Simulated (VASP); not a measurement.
# Sb in VASP: a series of runs

The runs below take Sb through single point, with LDA, PBEsol.

Program: VASP 6.6.1. These are calculated values, not measurements. Logs are shortened: lines on timing, memory, paths and dates and some standing lists are left out, and cuts for length are marked.

## Step 1: The cell of the first run

Symmetry: P6_3/mmc, No. 194, hexagonal system. The conventional cell has a = 3.355 Å, b = 3.355 Å, c = 5.470 Å, α = 90.00°, β = 90.00°, γ = 120.00°. Within 4.4 Å of Sb (site symmetry -6m2) lie 12 Sb at 3.35 Å.

## Step 2: Single point, LDA, non-collinear spin, zero start, spin-orbit coupling

Input file INCAR:

```
PREC = Accurate
ENCUT = 520
EDIFF = 1E-6
ISMEAR = -1
SIGMA = 0.05
LREAL = F
LASPH = T
NELM = 150
ALGO = Normal
ISIF = 2
LWAVE = F
LCHARG = F
LNONCOLLINEAR = T
MAGMOM = 0 0 0 0 0 0
LORBIT = 11
LSORBIT = T
GGA_COMPAT = F
LORBMOM = T
NBANDS = 22
```

Input file KPOINTS:

```
regular mesh
0
Gamma
  7 7 4
```

Input file POSCAR:

```
Sb
1.0
    3.3545324186      0.0000000000      0.0000000000
   -1.6772662093      2.9051102923      0.0000000000
    0.0000000000      0.0000000000      5.4701606500
Sb
2
Direct
    0.6666666667      0.3333333333      0.7500000000
    0.3333333333      0.6666666667      0.2500000000
```

Potentials or basis: VASP PAW LDA potentials, release 64 (Sb).

On the command line:

```sh
$ cat potpaw_LDA.64/Sb/POTCAR > POTCAR
$ mpirun -np 1 vasp_ncl > vasp.out
```

OUTCAR:

```text
PREC = Accurate
   ENCUT = 520
   EDIFF = 1E-6
   ISMEAR = -1
   LREAL = F
   LASPH = T
   NELM = 150
   ISIF = 2
   LNONCOLLINEAR = T
   LORBIT = 11
   LSORBIT = T

 ion  position               nearest neighbor table
   1  0.667  0.333  0.750-   2 3.35   2 3.35   2 3.35   2 3.35   2 3.35   2 3.35
   2  0.333  0.667  0.250-   1 3.35   1 3.35   1 3.35   1 3.35   1 3.35   1 3.35

  LATTYP: Found a hexagonal cell.
 ALAT       =     3.3545324186
 C/A-ratio  =     1.6306775334

  Lattice vectors:

 A1 = (   3.3545324186,   0.0000000000,   0.0000000000)
 A2 = (  -1.6772662093,   2.9051102923,   0.0000000000)
 A3 = (   0.0000000000,   0.0000000000,   5.4701606500)

Analysis of symmetry for initial positions (statically):
=====================================================================
 Subroutine PRICEL returns:
 Original cell was already a primitive cell.

 Routine SETGRP: Setting up the symmetry group for a
 hexagonal supercell.

 Subroutine GETGRP returns: Found 24 space group operations
 (whereof 12 operations were pure point group operations)
 out of a pool of 24 trial point group operations.

The static configuration has the point symmetry D_3d.
 The point group associated with its full space group is D_6h.

Analysis of symmetry for dynamics (positions and initial velocities):
=====================================================================
 Subroutine PRICEL returns:
 Original cell was already a primitive cell.

 Routine SETGRP: Setting up the symmetry group for a
 hexagonal supercell.

 Subroutine GETGRP returns: Found 24 space group operations
 (whereof 12 operations were pure point group operations)
 out of a pool of 24 trial point group operations.

The dynamic configuration has the point symmetry D_3d.
 The point group associated with its full space group is D_6h.

Analysis of structural, dynamic, and magnetic symmetry:
=====================================================================
 Subroutine PRICEL returns:
 Original cell was already a primitive cell.

 Routine SETGRP: Setting up the symmetry group for a
 hexagonal supercell.

 Subroutine GETGRP returns: Found 24 space group operations
 (whereof 12 operations were pure point group operations)
 out of a pool of 24 trial point group operations.

The overall configuration has the point symmetry D_3d.
 The point group associated with its full space group is D_6h.

 Subroutine INISYM returns: Found 24 space group operations
 (whereof 12 operations are pure point group operations),
 and found     1 'primitive' translations

----------------------------------------------------------------------------------------

                                     Primitive cell

  volume of cell :      53.3083

  direct lattice vectors                    reciprocal lattice vectors
     3.354532419  0.000000000  0.000000000     0.298104139  0.172110505  0.000000000
    -1.677266209  2.905110292  0.000000000     0.000000000  0.344221010  0.000000000
     0.000000000  0.000000000  5.470160650     0.000000000  0.000000000  0.182809987

  length of vectors
     3.354532419  3.354532419  5.470160650     0.344221010  0.344221010  0.182809987

  position of ions in fractional coordinates (direct lattice)
     0.666666667  0.333333333  0.750000000
     0.333333333  0.666666667  0.250000000

  ion indices of the primitive-cell ions
   primitive index   ion index
                 1           1
                 2           2

----------------------------------------------------------------------------------------

 KPOINTS: regular mesh

Automatic generation of k-mesh.
 Grid dimensions read from file:
 generate k-points for:    7    7    4

 Generating k-lattice:
[... 95 lines left out ...]
 NGX is ok and might be reduce to    28
   NGX = 13   NGY = 13   NGZ = 21

 number of electron      10.0000000 magnetization      -0.0000000      0.0000000      0.0000000

 number of electron      10.0000000 magnetization       0.0000000      0.0000000      0.0000000

 number of electron      10.0000000 magnetization      -0.0000000      0.0000000     -0.0000000

 Free energy of the ion-electron system (eV)
  ---------------------------------------------------
  ext. energy  EPLUGINS =         0.00000000
  ---------------------------------------------------
  free energy    TOTEN  =        -9.28311902 eV

  energy without entropy =       -9.26844890  energy(sigma->0) =       -9.27578396

 E-fermi :   8.3871     XC(G=0): -10.4130

 val. band max:        8.3191770991   @ k =   0.1429   0.1429   0.0000
 cond. band min:       8.4143226111   @ k =   0.2857   0.1429   0.0000
 fundamental gap:      0.0951455121
 Fermi energy:         8.3871409930

 k-point     1 :       0.0000    0.0000    0.0000
  band No.  band energies     occupation
      1      -4.4735      1.00000
      2      -4.4735      1.00000
      3      -0.6751      1.00000
      4      -0.6751      1.00000
      5       2.6680      1.00000
      6       2.6680      1.00000
[... 589 lines left out ...]
     21      16.9908      0.00000
     22      16.9910      0.00000

------------------------ aborting loop because EDIFF is reached ----------------------------------------

  FORCE on cell =-STRESS in cart. coord.  units (eV):
  Direction    XX          YY          ZZ          XY          YZ          ZX
  --------------------------------------------------------------------------------------
  -------------------------------------------------------------------------------------
  Total       -0.5397728     -0.5397728     -1.0845190      0.0000000      0.0000000      0.0000000
  in kB      -16.2228409    -16.2228409    -32.5951549      0.0000000      0.0000000      0.0000000
  external PRESSURE =     -21.6802789 kB  Pullay stress =       0.0000000 kB

 VOLUME and BASIS-vectors are now :
 -----------------------------------------------------------------------------
  energy-cutoff  :      520.00
  volume of cell :       53.31
      direct lattice vectors                 reciprocal lattice vectors
     3.354532419  0.000000000  0.000000000     0.298104139  0.172110505  0.000000000
    -1.677266209  2.905110292  0.000000000     0.000000000  0.344221010  0.000000000
     0.000000000  0.000000000  5.470160650     0.000000000  0.000000000  0.182809987

 POSITION                                       TOTAL-FORCE (eV/Angst)
 -----------------------------------------------------------------------------------
      1.67727      0.96837      4.10262        -0.000000     -0.000000      0.000000
     -0.00000      1.93674      1.36754         0.000000      0.000000      0.000000
 -----------------------------------------------------------------------------------
    total drift:                                0.000000     -0.000000      0.000000

  FREE ENERGIE OF THE ION-ELECTRON SYSTEM (eV)
  ---------------------------------------------------
  free  energy   TOTEN  =        -9.2831190189 eV

  energy  without entropy=       -9.2684488954  energy(sigma->0) =       -9.27578396

 orbital moment (x)

 # of ion     p       d       tot
 ----------------------------------------
  1         0.000  -0.000  -0.000
  2         0.000   0.000   0.000
 ----------------------------------------
            0.000  -0.000  -0.000

 orbital moment (y)

 # of ion     p       d       tot
 ----------------------------------------
  1         0.000  -0.000   0.000
  2        -0.000   0.000  -0.000
 ----------------------------------------
           -0.000  -0.000  -0.000

 orbital moment (z)

 # of ion     p       d       tot
 ----------------------------------------
  1         0.000   0.000   0.000
  2         0.000   0.000   0.000
 ----------------------------------------
            0.000   0.000   0.000

 Spin-Orbit-Coupling matrix elements

 Ion:    1  E_soc:     -0.1501919
 l=   1
     0.0000000    -0.0253399    -0.0235102
    -0.0253399     0.0000000    -0.0253399
    -0.0235102    -0.0253399     0.0000000
 l=   2
     0.0000000    -0.0000619     0.0000000    -0.0000619    -0.0002733
    -0.0000619     0.0000000    -0.0001725    -0.0000401    -0.0000619
     0.0000000    -0.0001725     0.0000000    -0.0001725     0.0000000
    -0.0000619    -0.0000401    -0.0001725     0.0000000    -0.0000619
    -0.0002733    -0.0000619     0.0000000    -0.0000619     0.0000000
 l=   3
     0.0000000     0.0000000     0.0000000     0.0000000     0.0000000     0.0000000     0.0000000
     0.0000000     0.0000000     0.0000000     0.0000000     0.0000000     0.0000000     0.0000000
     0.0000000     0.0000000     0.0000000     0.0000000     0.0000000     0.0000000     0.0000000
     0.0000000     0.0000000     0.0000000     0.0000000     0.0000000     0.0000000     0.0000000
     0.0000000     0.0000000     0.0000000     0.0000000     0.0000000     0.0000000     0.0000000
     0.0000000     0.0000000     0.0000000     0.0000000     0.0000000     0.0000000     0.0000000
     0.0000000     0.0000000     0.0000000     0.0000000     0.0000000     0.0000000     0.0000000

 Ion:    2  E_soc:     -0.1501919
 l=   1
     0.0000000    -0.0253399    -0.0235102
    -0.0253399     0.0000000    -0.0253399
    -0.0235102    -0.0253399     0.0000000
 l=   2
     0.0000000    -0.0000619     0.0000000    -0.0000619    -0.0002733
    -0.0000619     0.0000000    -0.0001725    -0.0000401    -0.0000619
     0.0000000    -0.0001725     0.0000000    -0.0001725     0.0000000
    -0.0000619    -0.0000401    -0.0001725     0.0000000    -0.0000619
    -0.0002733    -0.0000619     0.0000000    -0.0000619     0.0000000
 l=   3
     0.0000000     0.0000000     0.0000000     0.0000000     0.0000000     0.0000000     0.0000000
     0.0000000     0.0000000     0.0000000     0.0000000     0.0000000     0.0000000     0.0000000
     0.0000000     0.0000000     0.0000000     0.0000000     0.0000000     0.0000000     0.0000000
     0.0000000     0.0000000     0.0000000     0.0000000     0.0000000     0.0000000     0.0000000
     0.0000000     0.0000000     0.0000000     0.0000000     0.0000000     0.0000000     0.0000000
     0.0000000     0.0000000     0.0000000     0.0000000     0.0000000     0.0000000     0.0000000
     0.0000000     0.0000000     0.0000000     0.0000000     0.0000000     0.0000000     0.0000000

 total charge

# of ion       s       p       d       tot
------------------------------------------
    1        1.264   1.058   0.042   2.365
    2        1.264   1.058   0.042   2.365
--------------------------------------------------
tot          2.529   2.116   0.085   4.729

 magnetization (x)

# of ion       s       p       d       tot
------------------------------------------
    1        0.000   0.000   0.000   0.000
    2        0.000   0.000   0.000   0.000
--------------------------------------------------
tot          0.000   0.000   0.000   0.000

 magnetization (y)

# of ion       s       p       d       tot
------------------------------------------
    1       -0.000   0.000   0.000  -0.000
    2       -0.000   0.000   0.000  -0.000
--------------------------------------------------
tot         -0.000   0.000   0.000  -0.000

 magnetization (z)

# of ion       s       p       d       tot
------------------------------------------
    1        0.000   0.000   0.000   0.000
    2        0.000   0.000   0.000   0.000
--------------------------------------------------
tot          0.000   0.000   0.000   0.000
```

Wall time 31 s (1 thread of Intel Xeon Platinum 8559C (Emerald Rapids), shared host); peak memory 0.26 GiB.

What came out:

```yaml
Free_energy: -9.2831 eV
Pressure: -2.2 GPa
Net_moment: 0.00 μB per cell
Valence_electrons_inside_the_program's_atomic_spheres: Sb 2.37
```

Stress tensor (GPa, compression positive):
```
-1.62  0.00  0.00
 0.00 -1.62  0.00
 0.00  0.00 -3.26
```

Moments on the atoms (μB; x, y, z):
```
Sb  0.00 0.00 0.00
Sb  0.00 0.00 0.00
```

## Step 3: Single point, PBEsol

Input file INCAR:

```
SYSTEM = Sb
  ALGO = Normal
  EDIFF = 1E-7
  ENCUT = 520
  GGA = PS
  ISIF = 2
  ISMEAR = -1
  LASPH = .True.
  LCHARG = .True.
  LELF = .True.
  LREAL = .False.
  LVHAR = .True.
  LWAVE = .False.
  NBANDS = 12
  NELM = 80
  PREC = Accurate
  SIGMA = 0.05
```

Input file KPOINTS:

```
k-points
0
Gamma
  8 8 4
  0 0 0
```

Input file POSCAR:

```
Sb
1.0
    3.3545324186     -0.0670906484      0.0000000000
   -1.7353684151      2.9386556165      0.0000000000
    0.0000000000      0.0000000000      5.4701606500
Sb
2
Direct
    0.6666666667      0.3333333333      0.7500000000
    0.3333333333      0.6666666667      0.2500000000
```

Potentials or basis: VASP PAW PBE potentials, release 64 (Sb).

On the command line:

```sh
$ cat potpaw_PBE.64/Sb/POTCAR > POTCAR
$ mpirun -np 1 vasp_std > vasp.out
```

Run time: 43 s. Hardware: 1 thread of Intel Xeon Platinum 8488C (Sapphire Rapids), shared host; peak memory 0.2 GiB.

It converged, with:

```
Free energy            : -8.6515 eV
Pressure               : -1.1 GPa
Largest force          : 0.038 eV/Å
Band gap on the k mesh : zero (band 5 reaches 12.67 eV, above the bottom of band 6 at 5.81 eV)
```

Forces in eV/Å, atoms in the order of the input:
```
Sb  -0.038  0.001  0.000
Sb   0.038 -0.001  0.000
```

Stress tensor (GPa, compression positive):
```
-0.97 -0.55  0.00
-0.55 -2.42  0.00
 0.00  0.00  0.02
```

Levels at points of the mesh, in eV from the Fermi level:
```
           k point  band 3  band 4  band 5  band 6  band 7  band 8
(0.00, 0.00, 0.00)   -5.83    3.40    3.90    5.01    5.55    5.55
(0.50, 0.00, 0.00)   -4.26   -3.02   -2.04   -0.04    0.02    3.33
(0.00, 0.50, 0.00)   -4.32   -3.06   -2.23   -0.10    0.44    3.75
(0.50, 0.50, 0.00)   -4.37   -3.08   -2.43   -0.16    0.85    4.16
(0.00, 0.00, 0.50)   -0.75   -0.75    4.21    4.21    4.72    4.72
(0.50, 0.00, 0.50)   -5.29   -5.29    1.26    1.26    1.86    1.86
(0.00, 0.50, 0.50)   -5.34   -5.34    1.66    1.66    1.89    1.89
(0.50, 0.50, 0.50)   -5.39   -5.39    1.85    1.85    2.10    2.10
```

Caveat: the PAW data sets were made with another functional, which shifts forces and pressure a little; spin-orbit coupling is left out, which moves the levels of the heavy elements.
